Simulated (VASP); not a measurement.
# TiB2 (P6/mmm) in VASP: a series of runs, part 2 of 2

VASP 6.6.1. Earlier steps stand in the parts before.

## 5. Single point, LDA

This run uses another cell than the first one, of 8.18 Å³/atom.

The input, INCAR:

```
ALGO = Normal
EDIFF = 1E-6
ENCUT = 520
ISIF = 2
ISMEAR = -1
LASPH = T
LCHARG = F
LREAL = F
LWAVE = F
NBANDS = 16
NELM = 100
PREC = Accurate
SIGMA = 0.15
```

The input, KPOINTS:

```
k-points
0
Gamma
  18 18 12
```

The input, POSCAR:

```
TiB2
1.0
    2.9943051716      0.0000000029      0.0000000000
   -1.4971525883      2.5931443438      0.0000000000
    0.0000000000      0.0000000000      3.1598271771
Ti B
1 2
Direct
    0.0000000000      0.0000000000      0.0000000000
    0.3333333333      0.6666666667      0.5000000000
    0.6666666667      0.3333333333      0.5000000000
```

Potentials or basis: VASP PAW LDA potentials, release 64 (Ti_sv, B).

Launch:

```sh
$ cat potpaw_LDA.64/Ti_sv/POTCAR potpaw_LDA.64/B/POTCAR > POTCAR
$ mpirun -np 1 vasp_std > vasp.out
```

OUTCAR:

```text
EDIFF = 1E-6
   ENCUT = 520
   ISIF = 2
   ISMEAR = -1
   LASPH = T
   LREAL = F
   NELM = 100
   PREC = Accurate

 ion  position               nearest neighbor table
   1  0.000  0.000  0.000-   2 2.34   3 2.34   2 2.34   3 2.34   2 2.34   2 2.34   3 2.34   3 2.34
                             3 2.34   3 2.34   2 2.34   2 2.34
   2  0.333  0.667  0.500-   3 1.73   3 1.73   3 1.73   1 2.34   1 2.34   1 2.34   1 2.34   1 2.34
                             1 2.34
   3  0.667  0.333  0.500-   2 1.73   2 1.73   2 1.73   1 2.34   1 2.34   1 2.34   1 2.34   1 2.34
                             1 2.34

  LATTYP: Found a hexagonal cell.
 ALAT       =     2.9943051716
 C/A-ratio  =     1.0552789365

  Lattice vectors:

 A1 = (   2.9943051716,   0.0000000029,   0.0000000000)
 A2 = (  -1.4971525883,   2.5931443438,   0.0000000000)
 A3 = (   0.0000000000,   0.0000000000,   3.1598271771)

Analysis of symmetry for initial positions (statically):
=====================================================================
 Subroutine PRICEL returns:
 Original cell was already a primitive cell.

 Routine SETGRP: Setting up the symmetry group for a
 hexagonal supercell.

 Subroutine GETGRP returns: Found 24 space group operations
 (whereof 24 operations were pure point group operations)
 out of a pool of 24 trial point group operations.

The static configuration has the point symmetry D_6h.

Analysis of symmetry for dynamics (positions and initial velocities):
=====================================================================
 Subroutine PRICEL returns:
 Original cell was already a primitive cell.

 Routine SETGRP: Setting up the symmetry group for a
 hexagonal supercell.

 Subroutine GETGRP returns: Found 24 space group operations
 (whereof 24 operations were pure point group operations)
 out of a pool of 24 trial point group operations.

The dynamic configuration has the point symmetry D_6h.

 Subroutine INISYM returns: Found 24 space group operations
 (whereof 24 operations are pure point group operations),
 and found     1 'primitive' translations

----------------------------------------------------------------------------------------

                                     Primitive cell

  volume of cell :      24.5350

  direct lattice vectors                    reciprocal lattice vectors
     2.994305172  0.000000003  0.000000000     0.333967295  0.192816108  0.000000000
    -1.497152588  2.593144344  0.000000000    -0.000000000  0.385632216  0.000000000
     0.000000000  0.000000000  3.159827177     0.000000000  0.000000000  0.316473004

  length of vectors
     2.994305172  2.994305172  3.159827177     0.385632216  0.385632216  0.316473004

  position of ions in fractional coordinates (direct lattice)
     0.000000000  0.000000000  0.000000000
     0.333333333  0.666666667  0.500000000
     0.666666667  0.333333333  0.500000000

  ion indices of the primitive-cell ions
   primitive index   ion index
                 1           1
                 2           2
                 3           3

----------------------------------------------------------------------------------------

 KPOINTS: k-points

Automatic generation of k-mesh.
 Grid dimensions read from file:
 generate k-points for:   18   18   12

 Generating k-lattice:

  Cartesian coordinates                     Fractional coordinates (reciprocal lattice)
     0.018553739  0.010712006  0.000000000     0.055555556  0.000000000  0.000000000
    -0.000000000  0.021424012  0.000000000     0.000000000  0.055555556  0.000000000
     0.000000000  0.000000000  0.026372750     0.000000000  0.000000000  0.083333333

  Length of vectors
     0.021424012  0.021424012  0.026372750

  Shift w.r.t. Gamma in fractional coordinates (k-lattice)
     0.000000000  0.000000000  0.000000000

 Subroutine IBZKPT returns following result:
 ===========================================

 Found    259 irreducible k-points:

 Following reciprocal coordinates:
            Coordinates               Weight
  0.000000  0.000000  0.000000      1.000000
  0.055556 -0.000000  0.000000      6.000000
  0.111111 -0.000000  0.000000      6.000000
  0.166667 -0.000000  0.000000      6.000000
  0.222222 -0.000000  0.000000      6.000000
  0.277778  0.000000  0.000000      6.000000
[... 16 lines left out ...]
  0.333333  0.111111  0.000000     12.000000
  0.388889  0.111111  0.000000     12.000000
 [... further k-points ...]
   k-points           NKPTS =    259   k-points in BZ     NKDIM =    259   number of bands    NBANDS=     16
   number of dos      NEDOS =    301   number of ions     NIONS =      3
   total plane-waves  NPLWV =  13824
   dimension x,y,z NGX =    24 NGY =   24 NGZ =   24
   dimension x,y,z NGXF=    48 NGYF=   48 NGZF=   48
   ions per type =               1   2
   NGX,Y,Z   is equivalent  to a cutoff of  13.32, 13.32, 12.63 a.u.
   NGXF,Y,Z  is equivalent  to a cutoff of  26.65, 26.65, 25.25 a.u.
 SYSTEM =  unknown system
   PREC   = accura    normal or accurate (medium, high low for compatibility)
   ISTART =      0    job   : 0-new  1-cont  2-samecut
   ICHARG =      2    charge: 1-file 2-atom 10-const
   ISPIN  =      1    spin polarized calculation?
   LNONCOLLINEAR =      F non collinear calculations
   LSORBIT =      F    spin-orbit coupling
   LASPH  =      T    aspherical Exc in radial PAW
   ENCUT  =  520.0 eV  38.22 Ry    6.18 a.u.   5.57  5.57  5.88*2*pi/ulx,y,z
   NELM   =    100;   NELMIN=  2; NELMDL= -5     # of ELM steps
   EDIFF  = 0.1E-05   stopping-criterion for ELM
   LREAL  =      F    real-space projection
   EDIFFG = 0.1E-04   stopping-criterion for IOM
   NSW    =      0    number of steps for IOM
   IBRION =     -1    ionic relax: 0-MD 1-quasi-New 2-CG
   NFREE  =      0    steps in history (QN), initial steepest desc. (CG)
   ISIF   =      2    stress and relaxation
   ISYM   =      2    0-nonsym 1-usesym 2-fastsym
   POTIM  = 0.5000    time-step for ionic-motion
   TEBEG  =    0.0;   TEEND  =   0.0 temperature during run
   PSTRESS=    0.0 pullay stress
   NELECT =      18.0000    total number of electrons
   NUPDOWN=      -1.0000    fix difference up-down
   EMIN   =  10.00;   EMAX   =-10.00  energy-range for DOS
   EFERMI =   0.00;   METHOD = LEGACY
   ISMEAR =    -1;   SIGMA  =   0.15  broadening in eV -4-tet -1-fermi 0-gaus
   EFERMI_NEDOS =   21; number of points for ismear=-14 and -15
   IALGO  =     38    algorithm
   IMIX   =      4    mixing-type and parameters
     AMIX     =   0.40;   BMIX     =  1.00
     AMIX_MAG =   1.60;   BMIX_MAG =  1.00
  volume/ion in A,a.u.               =       8.18        55.19
  Fermi-wavevector in a.u.,A,eV,Ry     =   1.476512  2.790203 29.661892  2.180088
  Thomas-Fermi vector in A             =   2.591030
   LORBIT       =      0    0 simple, 1 ext, 2 COOP (PROOUT), +10 PAW based schemes
   GGA     = CA    functional components
   LHFCALC =     F    Hartree Fock is set to
   AEXX    =    0.0000 exact exchange contribution
   IVDW    =     0    specifies the selected vdW correction
   LEPSILON=     F    determine dielectric tensor
   LRPA    =     F    only Hartree local field effects (RPA)
 non-spin polarized calculation
  energy-cutoff  :      520.00
  volume of cell :       24.54
 maximum number of plane-waves:       684
 NGX is ok and might be reduce to    24
   NGX = 11   NGY = 11   NGZ = 11

 number of electron      18.0000000 magnetization

 Free energy of the ion-electron system (eV)
  ---------------------------------------------------
  ext. energy  EPLUGINS =         0.00000000
  ---------------------------------------------------
  free energy    TOTEN  =       -26.93479706 eV

  energy without entropy =      -26.90615721  energy(sigma->0) =      -26.92047713

 E-fermi :  10.4158     XC(G=0): -13.1697

 val. band max:       10.4128360254   @ k =   0.0556   0.0556   0.4167
 cond. band min:      10.4219296702   @ k =   0.2222   0.2222   0.0833
 fundamental gap:      0.0090936447
 Fermi energy:        10.4157704745

 k-point     1 :       0.0000    0.0000    0.0000
  band No.  band energies     occupation
      1     -45.6933      2.00000
      2     -22.4392      2.00000
      3     -22.0983      2.00000
      4     -22.0983      2.00000
      5      -3.0947      2.00000
      6       7.6744      2.00000
[... 433 lines left out ...]
      3     -22.3563      2.00000
      4     -22.2407      2.00000
      5       0.4864      2.00000
      6       2.1215      2.00000
[... 8 lines left out ...]
     15      18.8155      0.00000
     16      19.8660      0.00000

 [... further k-points ...]

------------------------ aborting loop because EDIFF is reached ----------------------------------------

  FORCE on cell =-STRESS in cart. coord.  units (eV):
  Direction    XX          YY          ZZ          XY          YZ          ZX
  --------------------------------------------------------------------------------------
  -------------------------------------------------------------------------------------
  Total        0.0988924      0.0988924      0.0954199      0.0000000      0.0000000     -0.0000000
  in kB        6.4578436      6.4578436      6.2310831      0.0000000      0.0000000     -0.0000000
  external PRESSURE =       6.3822568 kB  Pullay stress =       0.0000000 kB

 VOLUME and BASIS-vectors are now :
 -----------------------------------------------------------------------------
  energy-cutoff  :      520.00
  volume of cell :       24.54
      direct lattice vectors                 reciprocal lattice vectors
     2.994305172  0.000000003  0.000000000     0.333967295  0.192816108  0.000000000
    -1.497152588  2.593144344  0.000000000    -0.000000000  0.385632216  0.000000000
     0.000000000  0.000000000  3.159827177     0.000000000  0.000000000  0.316473004

 POSITION                                       TOTAL-FORCE (eV/Angst)
 -----------------------------------------------------------------------------------
      0.00000      0.00000      0.00000         0.000000      0.000000      0.000000
     -0.00000      1.72876      1.57991         0.000000     -0.000000     -0.000000
      1.49715      0.86438      1.57991        -0.000000      0.000000      0.000000
 -----------------------------------------------------------------------------------
    total drift:                               -0.000000      0.000000      0.000000

  FREE ENERGIE OF THE ION-ELECTRON SYSTEM (eV)
  ---------------------------------------------------
  free  energy   TOTEN  =       -26.9347970598 eV

  energy  without entropy=      -26.9061572075  energy(sigma->0) =      -26.92047713
```

OSZICAR:

```text
N       E                     dE             d eps       ncg     rms          rms(c)
DAV:   1     0.120914030741E+03    0.12091E+03   -0.91149E+03  8288   0.130E+03
DAV:   2    -0.251405517436E+02   -0.14605E+03   -0.14113E+03  8928   0.345E+02
DAV:   3    -0.320703460017E+02   -0.69298E+01   -0.68672E+01 12072   0.733E+01
DAV:   4    -0.322305022220E+02   -0.16016E+00   -0.16009E+00 10016   0.990E+00
DAV:   5    -0.322342136636E+02   -0.37114E-02   -0.37113E-02 12096   0.125E+00    0.173E+01
DAV:   6    -0.269558641728E+02    0.52783E+01   -0.20602E+01 11840   0.498E+01    0.380E+00
DAV:   7    -0.269371295815E+02    0.18735E-01   -0.11185E+00  8912   0.123E+01    0.354E+00
DAV:   8    -0.269352538469E+02    0.18757E-02   -0.77100E-02 13512   0.230E+00    0.906E-01
DAV:   9    -0.269352819131E+02   -0.28066E-04   -0.30006E-02 10448   0.232E+00    0.271E-01
DAV:  10    -0.269348151453E+02    0.46677E-03   -0.32323E-03 11608   0.692E-01    0.638E-02
DAV:  11    -0.269348099363E+02    0.52090E-05   -0.32699E-04 10952   0.182E-01    0.755E-02
DAV:  12    -0.269347975953E+02    0.12341E-04   -0.81322E-05 10856   0.110E-01    0.637E-03
DAV:  13    -0.269347970598E+02    0.53547E-06   -0.37301E-06  9680   0.215E-02
   1 F= -.26934797E+02 E0= -.26920477E+02  d E =-.286399E-01
```

stdout:

```text
POSCAR found type information on POSCAR TiB
 POSCAR found :  2 types and       3 ions
 scaLAPACK will be used
 LDA part: xc-table for (Slater(with rela. corr.)+CA(PZ))
 , standard interpolation
 POSCAR, INCAR and KPOINTS ok, starting setup
 FFT: planning ... GRIDC
 FFT: planning ... GRID_SOFT
 FFT: planning ... GRID
 WAVECAR not read
 entering main loop
```

Wall time 2.2 min (1 thread of AMD EPYC 7R43 (Zen 3), shared host); peak memory 0.17 GiB.

What came out:

| Item | Value |
| --- | --- |
| Free energy | -26.9348 eV |
| Pressure | 0.6 GPa |
| Band gap on the k mesh | zero (bands 9 and 10 overlap by 0.74 eV) |

Levels at points of the mesh, in eV from the Fermi level:
```tsv
k point	band 6	band 7	band 8	band 9	band 10	band 11	band 12	band 13
(0.00, 0.00, 0.00)	-2.74	-2.74	-2.19	-2.14	2.03	2.03	3.92	3.92
(0.50, 0.00, 0.00)	-9.10	-3.30	-3.26	-2.37	1.44	2.89	3.41	3.59
(0.00, 0.00, 0.50)	-7.68	-0.56	-0.56	-0.24	-0.24	0.46	0.46	1.86
(0.50, 0.00, 0.50)	-7.46	-4.81	-3.94	-3.05	2.71	3.10	4.90	4.91
```

## 6. Relaxation of cell and atoms, LDA

This run uses another cell than the first one, of 8.18 Å³/atom.

The input, INCAR:

```
SYSTEM = TiB2
PREC = Accurate
ENCUT = 600
EDIFF = 1E-6
ISMEAR = -1
SIGMA = 0.15
LREAL = .False.
LASPH = .True.
NELM = 80
ALGO = Normal
ISIF = 3
LWAVE = .False.
LCHARG = .False.
IBRION = 2
NSW = 80
EDIFFG = -0.001
```

The input, KPOINTS:

```
regular mesh
0
Gamma
  18 18 12
  0 0 0
```

The input, POSCAR:

```
TiB2
1.0
    2.9939207415      0.0000000029      0.0000000000
   -1.4969603732      2.5928114176      0.0000000000
    0.0000000000      0.0000000000      3.1595020501
Ti B
1 2
Direct
    0.0000000000      0.0000000000      0.0000000000
    0.3333333333      0.6666666667      0.5000000000
    0.6666666667      0.3333333333      0.5000000000
```

Potentials or basis: VASP PAW LDA potentials, release 64 (Ti_sv, B).

Launch:

```sh
$ cat potpaw_LDA.64/Ti_sv/POTCAR potpaw_LDA.64/B/POTCAR > POTCAR
$ mpirun -np 1 vasp_std > vasp.out
```

It took 5.9 min on 1 thread of AMD EPYC 7R43 (Zen 3), shared host; peak memory 0.19 GiB.

It converged, with:

```yaml
Free_energy: -26.9367 eV
Relaxed_volume: 8.19 Å³/atom
Relaxed_cell: a = 2.996 Å, b = 2.996 Å, c = 3.162 Å, α = 90.00°, β = 90.00°, γ = 120.00°
Space_group_after_relaxing_to_0.1_Å: P6/mmm (No. 191)
Energy_gained_by_relaxing: 0.0 meV/atom
Ionic_steps: 6
Pressure_after_relaxing: 0.0 GPa
Band_gap_on_the_k_mesh: zero (bands 9 and 10 overlap by 0.73 eV)
```

Step by step:
| step | energy change (eV) | largest force (eV/Å) | pressure (GPa) | volume (Å³) |
| --- | --- | --- | --- | --- |
| 1 | 0.0000 | 0.0000 | 0.66 | 24.53 |
| 2 | 0.0000 | 0.0000 | -0.71 | 24.65 |
| 3 | -0.0001 | 0.0000 | 0.01 | 24.58 |
| 4 | -0.0001 | 0.0000 | -0.03 | 24.58 |
| 5 | -0.0001 | 0.0000 | 0.04 | 24.58 |
| 6 | -0.0001 | 0.0000 | 0.01 | 24.58 |

Final structure:
```
Ti B
1.0
     2.99598    0.00000    0.00000
    -1.49799    2.59459    0.00000
     0.00000    0.00000    3.16202
Ti B
1 2
Direct
  0.00000 0.00000 0.00000
  0.33333 0.66667 0.50000
  0.66667 0.33333 0.50000
```

Levels at points of the mesh, in eV from the Fermi level:
```tsv
k point	band 6	band 7	band 8	band 9	band 10	band 11	band 12	band 13
(0.00, 0.00, 0.00)	-2.74	-2.74	-2.18	-2.15	2.02	2.02	3.91	3.91
(0.50, 0.00, 0.00)	-9.10	-3.30	-3.25	-2.36	1.44	2.88	3.41	3.58
(0.00, 0.00, 0.50)	-7.67	-0.56	-0.56	-0.24	-0.24	0.46	0.46	1.85
(0.50, 0.00, 0.50)	-7.46	-4.80	-3.93	-3.05	2.70	3.09	4.88	4.90
```

## 7. The runs side by side

```tsv
task	cell	k mesh	cutoff (eV)	smearing	gap on the mesh (eV)	pressure (GPa)
single point	a = 3.026, b = 3.026, c = 3.229 Å, angles 90.0, 90.0, 120.0°, 3 atoms	6 × 6 × 6	520	gaussian 0.1 eV	none	-9.9
single point	a = 2.995, b = 2.995, c = 3.157 Å, angles 90.0, 90.0, 120.0°, 3 atoms	9 × 9 × 6	520	gaussian 0.1 eV	none	0.6
single point	a = 2.994, b = 2.994, c = 3.160 Å, angles 90.0, 90.0, 120.0°, 3 atoms	15 × 15 × 12	520	gaussian 0.1 eV	none	0.6
single point	a = 2.994, b = 2.994, c = 3.160 Å, angles 90.0, 90.0, 120.0°, 3 atoms	18 × 18 × 12	520	fermi-dirac 0.15 eV	none	0.6
relaxation of cell and atoms	relaxed from a = 2.994, b = 2.994, c = 3.160 Å, angles 90.0, 90.0, 120.0°, 3 atoms	18 × 18 × 12	600	fermi-dirac 0.15 eV	none	0.0
```

Alike in all rows: level LDA; potentials or basis VASP PAW LDA potentials, release 64 (Ti_sv, B); no spin polarisation.

Caveats: some runs use coarse meshes.

Absolute energies hang on the potentials; compare differences alone.
